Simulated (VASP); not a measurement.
# Ca5H2 in VASP: single point with PBE+D3(BJ)

Aim: the single point of Ca5H2 with PBE+D3(BJ).

Everything below comes from runs of VASP 6.6.1. Logs are shortened: lines on timing, memory, paths and dates and some standing lists are left out, and cuts for length are marked.

## Step 1: The cell of the first run

The cell holds a slab with vacuum, 7 atoms: a = 3.980 Å, b = 3.980 Å, c = 32.980 Å, α = 90.00°, β = 90.00°, γ = 120.00°.

## Step 2: Single point, PBE+D3(BJ)

The input, INCAR:

```
PREC     = Accurate       # precision mode
ENCUT    = 520            # plane-wave cutoff, eV
EDIFF    = 1E-6           # SCF threshold, eV
ISMEAR   = 0              # smearing method
SIGMA    = 0.1            # smearing width, eV
LREAL    = False          # projectors in reciprocal space
LASPH    = True           # aspherical terms in the spheres
NELM     = 100            # most SCF steps
ALGO     = Normal         # electronic algorithm
ISIF     = 2              # what is computed and relaxed
LWAVE    = False          # write WAVECAR
LCHARG   = False          # write CHGCAR
LDIPOL   = True         
IDIPOL   = 3            
DIPOL    = 0.5 0.5 0.531
GGA      = PE             # functional
IVDW     = 12             # dispersion correction
NBANDS   = 35             # bands
```

The input, KPOINTS:

```
regular mesh
0
Gamma
  9 9 1
```

The input, POSCAR:

```
Ca5H2
1.0
    3.9799995200      0.0000000000      0.0000000000
   -1.9899997600      3.4467806900      0.0000000000
    0.0000000000      0.0000000000     32.9800002240
Ca H
5 2
Direct
    0.6666666700      0.3333333300      0.2728926604
    0.3333333300      0.6666666700      0.3717404526
    0.6752996612      0.3406163410      0.4651068740
    0.3514886928      0.6808674552      0.5597093992
    0.7031956926      0.3590422679      0.6541015503
   -0.1439513028      0.9366220371      0.6950920799
    0.6075380244      0.8116917243      0.6953296770
```

Potentials or basis: VASP PAW PBE potentials, release 64 (Ca_sv, H).

Command:

```
$ cat potpaw_PBE.64/Ca_sv/POTCAR potpaw_PBE.64/H/POTCAR > POTCAR
$ mpirun -np 1 vasp_std > vasp.out
```

OUTCAR:

```text
PREC = Accurate
   ENCUT = 520
   EDIFF = 1E-6
   ISMEAR = 0
   LREAL = False
   LASPH = True
   NELM = 100
   ISIF = 2
   GGA = PE
   IVDW = 12
 IVDW          = 12

 ion  position               nearest neighbor table
   1  0.667  0.333  0.273-
   2  0.333  0.667  0.372-
   3  0.675  0.341  0.465-
   4  0.351  0.681  0.560-
   5  0.703  0.359  0.654-
   6  0.856  0.937  0.695-   7 0.86
   7  0.608  0.812  0.695-   6 0.86

  LATTYP: Found a hexagonal cell.
 ALAT       =     3.9799995200
 C/A-ratio  =     8.2864332165

  Lattice vectors:

 A1 = (   3.9799995200,   0.0000000000,   0.0000000000)
 A2 = (  -1.9899997600,   3.4467806900,   0.0000000000)
 A3 = (   0.0000000000,   0.0000000000,  32.9800002240)

Analysis of symmetry for initial positions (statically):
=====================================================================
 Subroutine PRICEL returns:
 Original cell was already a primitive cell.

 Routine SETGRP: Setting up the symmetry group for a
 hexagonal supercell.

 Subroutine GETGRP returns: Found  1 space group operations
 (whereof  1 operations were pure point group operations)
 out of a pool of 24 trial point group operations.

The static configuration has the point symmetry C_1 .

Analysis of symmetry for dynamics (positions and initial velocities):
=====================================================================
 Subroutine PRICEL returns:
 Original cell was already a primitive cell.

 Routine SETGRP: Setting up the symmetry group for a
 hexagonal supercell.

 Subroutine GETGRP returns: Found  1 space group operations
 (whereof  1 operations were pure point group operations)
 out of a pool of 24 trial point group operations.

The dynamic configuration has the point symmetry C_1 .

 Subroutine INISYM returns: Found  1 space group operations
 (whereof  1 operations are pure point group operations),
 and found     1 'primitive' translations

----------------------------------------------------------------------------------------

                                     Primitive cell

  volume of cell :     452.4258

  direct lattice vectors                    reciprocal lattice vectors
     3.979999520  0.000000000  0.000000000     0.251256312  0.145062899  0.000000000
    -1.989999760  3.446780690  0.000000000     0.000000000  0.290125799  0.000000000
     0.000000000  0.000000000 32.980000224     0.000000000  0.000000000  0.030321407

  length of vectors
     3.979999520  3.979999519 32.980000224     0.290125798  0.290125799  0.030321407

  position of ions in fractional coordinates (direct lattice)
     0.666666670  0.333333330  0.272892660
     0.333333330  0.666666670  0.371740453
     0.675299661  0.340616341  0.465106874
     0.351488693  0.680867455  0.559709399
     0.703195693  0.359042268  0.654101550
     0.856048697  0.936622037  0.695092080
     0.607538024  0.811691724  0.695329677

  ion indices of the primitive-cell ions
   primitive index   ion index
                 1           1
                 2           2
                 3           3
                 4           4
                 5           5
                 6           6
                 7           7

----------------------------------------------------------------------------------------

 KPOINTS: regular mesh

Automatic generation of k-mesh.
 Grid dimensions read from file:
 generate k-points for:    9    9    1

 Generating k-lattice:

  Cartesian coordinates                     Fractional coordinates (reciprocal lattice)
     0.027917368  0.016118100  0.000000000     0.111111111  0.000000000  0.000000000
     0.000000000  0.032236200  0.000000000     0.000000000  0.111111111  0.000000000
     0.000000000  0.000000000  0.030321407     0.000000000  0.000000000  1.000000000

  Length of vectors
     0.032236200  0.032236200  0.030321407

  Shift w.r.t. Gamma in fractional coordinates (k-lattice)
     0.000000000  0.000000000  0.000000000

 Subroutine IBZKPT returns following result:
 ===========================================

 Found     41 irreducible k-points:

 Following reciprocal coordinates:
            Coordinates               Weight
  0.000000  0.000000  0.000000      1.000000
  0.111111 -0.000000  0.000000      2.000000
  0.000000  0.111111  0.000000      2.000000
 -0.111111  0.111111  0.000000      2.000000
  0.222222 -0.000000  0.000000      2.000000
  0.000000  0.222222  0.000000      2.000000
[... 16 lines left out ...]
  0.333333  0.111111  0.000000      2.000000
 -0.111111  0.444444  0.000000      2.000000
 [... further k-points ...]
   k-points           NKPTS =     41   k-points in BZ     NKDIM =     41   number of bands    NBANDS=     35
   number of dos      NEDOS =    301   number of ions     NIONS =      7
   total plane-waves  NPLWV = 225000
   dimension x,y,z NGX =    30 NGY =   30 NGZ =  250
   dimension x,y,z NGXF=    60 NGYF=   60 NGZF=  500
   ions per type =               5   2
   NGX,Y,Z   is equivalent  to a cutoff of  12.53, 12.53, 12.60 a.u.
   NGXF,Y,Z  is equivalent  to a cutoff of  25.06, 25.06, 25.20 a.u.
 SYSTEM =  unknown system
   PREC   = accura    normal or accurate (medium, high low for compatibility)
   ISTART =      0    job   : 0-new  1-cont  2-samecut
   ICHARG =      2    charge: 1-file 2-atom 10-const
   ISPIN  =      1    spin polarized calculation?
   LNONCOLLINEAR =      F non collinear calculations
   LSORBIT =      F    spin-orbit coupling
   LASPH  =      T    aspherical Exc in radial PAW
   ENCUT  =  520.0 eV  38.22 Ry    6.18 a.u.   7.40  7.40 61.32*2*pi/ulx,y,z
   NELM   =    100;   NELMIN=  2; NELMDL= -5     # of ELM steps
   EDIFF  = 0.1E-05   stopping-criterion for ELM
   LREAL  =      F    real-space projection
[... 7 lines left out ...]
   TEBEG  =    0.0;   TEEND  =   0.0 temperature during run
   PSTRESS=    0.0 pullay stress
   NELECT =      52.0000    total number of electrons
   NUPDOWN=      -1.0000    fix difference up-down
   EMIN   =  10.00;   EMAX   =-10.00  energy-range for DOS
   EFERMI =   0.00;   METHOD = LEGACY
   ISMEAR =     0;   SIGMA  =   0.10  broadening in eV -4-tet -1-fermi 0-gaus
   EFERMI_NEDOS =   21; number of points for ismear=-14 and -15
   IALGO  =     38    algorithm
   IMIX   =      4    mixing-type and parameters
     AMIX     =   0.40;   BMIX     =  1.00
     AMIX_MAG =   1.60;   BMIX_MAG =  1.00
  volume/ion in A,a.u.               =      64.63       436.16
  Fermi-wavevector in a.u.,A,eV,Ry     =   0.795964  1.504154  8.620092  0.633559
  Thomas-Fermi vector in A             =   1.902395
   LORBIT       =      0    0 simple, 1 ext, 2 COOP (PROOUT), +10 PAW based schemes
   GGA     = PE    functional components
   LHFCALC =     F    Hartree Fock is set to
   AEXX    =    0.0000 exact exchange contribution
   IVDW    =    12    specifies the selected vdW correction
   LEPSILON=     F    determine dielectric tensor
   LRPA    =     F    only Hartree local field effects (RPA)
 non-spin polarized calculation
 Gauss-broadening in eV      SIGMA  =   0.10
  energy-cutoff  :      520.00
  volume of cell :      452.43
 maximum number of plane-waves:     12253
 NGX is ok and might be reduce to    30
   NGX = 15   NGY = 15   NGZ =123

 dipolmoment           0.000000      0.000000      0.005433 electrons x Angstroem

 number of electron      52.0000003 magnetization

 dipolmoment           0.000000      0.000000     -0.003263 electrons x Angstroem

 Free energy of the ion-electron system (eV)
  ---------------------------------------------------
  ext. energy  EPLUGINS =         0.00000000
  ---------------------------------------------------
  free energy    TOTEN  =       -15.59672782 eV

  energy without entropy =      -15.57553945  energy(sigma->0) =      -15.58613364

 E-fermi :  -0.4398     XC(G=0):  -4.2454

 val. band max:       -0.4470146437   @ k =  -0.3333   0.4444   0.0000
 cond. band min:      -0.3706609801   @ k =  -0.1111  -0.4444   0.0000
 fundamental gap:      0.0763536636
 Fermi energy:        -0.4397938757

 k-point     1 :       0.0000    0.0000    0.0000
  band No.  band energies     occupation
      1     -43.0270      2.00000
      2     -42.5568      2.00000
      3     -42.5097      2.00000
      4     -42.4938      2.00000
      5     -42.4169      2.00000
      6     -24.0592      2.00000
[... 27 lines left out ...]
     34       1.7288      0.00000
     35       1.7485      0.00000

 k-point     2 :       0.1111   -0.0000    0.0000
  band No.  band energies     occupation
      1     -43.0262      2.00000
      2     -42.5560      2.00000
      3     -42.5088      2.00000
      4     -42.4931      2.00000
      5     -42.4161      2.00000
      6     -24.0578      2.00000
[... 27 lines left out ...]
     34       1.6338      0.00000
     35       1.6892      0.00000

 k-point     3 :       0.0000    0.1111    0.0000
  band No.  band energies     occupation
      1     -43.0262      2.00000
      2     -42.5560      2.00000
      3     -42.5088      2.00000
      4     -42.4931      2.00000
      5     -42.4160      2.00000
      6     -24.0578      2.00000
[... 27 lines left out ...]
     34       1.6115      0.00000
     35       1.6919      0.00000

 k-point     4 :      -0.1111    0.1111    0.0000
  band No.  band energies     occupation
      1     -43.0262      2.00000
      2     -42.5560      2.00000
      3     -42.5088      2.00000
      4     -42.4931      2.00000
      5     -42.4160      2.00000
      6     -24.0578      2.00000
[... 27 lines left out ...]
     34       1.6058      0.00000
     35       1.6988      0.00000

 k-point     5 :       0.2222   -0.0000    0.0000
  band No.  band energies     occupation
      1     -43.0242      2.00000
      2     -42.5538      2.00000
      3     -42.5064      2.00000
      4     -42.4913      2.00000
      5     -42.4140      2.00000
      6     -24.0543      2.00000
[... 638 lines left out ...]
 k-point    22 :       0.3333   -0.1111    0.0000
  band No.  band energies     occupation
      1     -43.0227      2.00000
      2     -42.5522      2.00000
      3     -42.5046      2.00000
      4     -42.4900      2.00000
      5     -42.4124      2.00000
      6     -24.0517      2.00000
[... 27 lines left out ...]
     34       1.3161      0.00000
     35       1.3545      0.00000

 k-point    23 :       0.3333    0.1111    0.0000
  band No.  band energies     occupation
      1     -43.0208      2.00000
      2     -42.5502      2.00000
      3     -42.5024      2.00000
      4     -42.4884      2.00000
      5     -42.4105      2.00000
      6     -24.0484      2.00000
[... 27 lines left out ...]
     34       1.0389      0.00000
     35       1.2444      0.00000

 k-point    24 :      -0.1111    0.4444    0.0000
  band No.  band energies     occupation
      1     -43.0208      2.00000
      2     -42.5502      2.00000
      3     -42.5024      2.00000
      4     -42.4884      2.00000
      5     -42.4100      2.00000
      6     -24.0484      2.00000
[... 27 lines left out ...]
     34       1.0640      0.00000
     35       1.3022      0.00000

 [... further k-points ...]

------------------------ aborting loop because EDIFF is reached ----------------------------------------

 vacuum level on the upper side and lower side of the slab       (xc-potential included)        -0.026         0.017

 Edisp (eV)   -1.03674

 E8    (eV) :    -0.5181

  FORCE on cell =-STRESS in cart. coord.  units (eV):
  Direction    XX          YY          ZZ          XY          YZ          ZX
  --------------------------------------------------------------------------------------
  -------------------------------------------------------------------------------------
  Total      -2.27490    -2.52033    -0.59075     0.19166    -0.06041    -0.04456
  in kB      -8.05611    -8.92526    -2.09202     0.67872    -0.21395    -0.15780
  external pressure =       -6.36 kB  Pullay stress =        0.00 kB

 VOLUME and BASIS-vectors are now :
 -----------------------------------------------------------------------------
  energy-cutoff  :      520.00
  volume of cell :      452.43
      direct lattice vectors                 reciprocal lattice vectors
     3.979999520  0.000000000  0.000000000     0.251256312  0.145062899  0.000000000
    -1.989999760  3.446780690  0.000000000     0.000000000  0.290125799  0.000000000
     0.000000000  0.000000000 32.980000224     0.000000000  0.000000000  0.030321407

 POSITION                                       TOTAL-FORCE (eV/Angst)
 -----------------------------------------------------------------------------------
      1.99000      1.14893      9.00000         0.001361      0.000894      0.193410
     -0.00000      2.29785     12.26000         0.003636      0.005292     -0.208354
      2.00987      1.17403     15.33922        -0.000073     -0.000526      0.004128
      0.04400      2.34680     18.45922        -0.001412     -0.001116      0.004309
      2.08422      1.23754     21.57227        -0.004424      0.000550      0.002142
      1.54320      3.22833     22.92414         0.004437     -0.004575     -0.001841
      0.80273      2.79772     22.93197        -0.003524     -0.000519      0.006205
 -----------------------------------------------------------------------------------
    total drift:                               -0.000160     -0.000060     -0.000382

  FREE ENERGIE OF THE ION-ELECTRON SYSTEM (eV)
  ---------------------------------------------------
  free  energy   TOTEN  =       -16.6334640504 eV

  energy  without entropy=      -16.6122756819  energy(sigma->0) =      -16.62286987

 vacuum level on the upper side and lower side of the slab         2.372         2.416
```

Wall time 17 min (1 thread of Intel Xeon 6975P-C (Granite Rapids), shared host); peak memory 0.83 GiB.

Results:

```yaml
Free_energy: -16.6335 eV
Largest_force: 0.208 eV/Å
Band_gap_on_the_k_mesh: zero (bands 26 and 27 overlap by 0.34 eV)
Dispersion_energy_per_atom: -0.148 eV
```

Forces on the atoms (eV/Å):
```
Ca   0.001  0.001  0.193
Ca   0.004  0.005 -0.208
Ca   0.000 -0.001  0.004
Ca  -0.001 -0.001  0.004
Ca  -0.004  0.001  0.002
H    0.004 -0.005 -0.002
H   -0.004 -0.001  0.006
```

The gap in the log of VASP goes by the Fermi energy; the results here count the filled bands.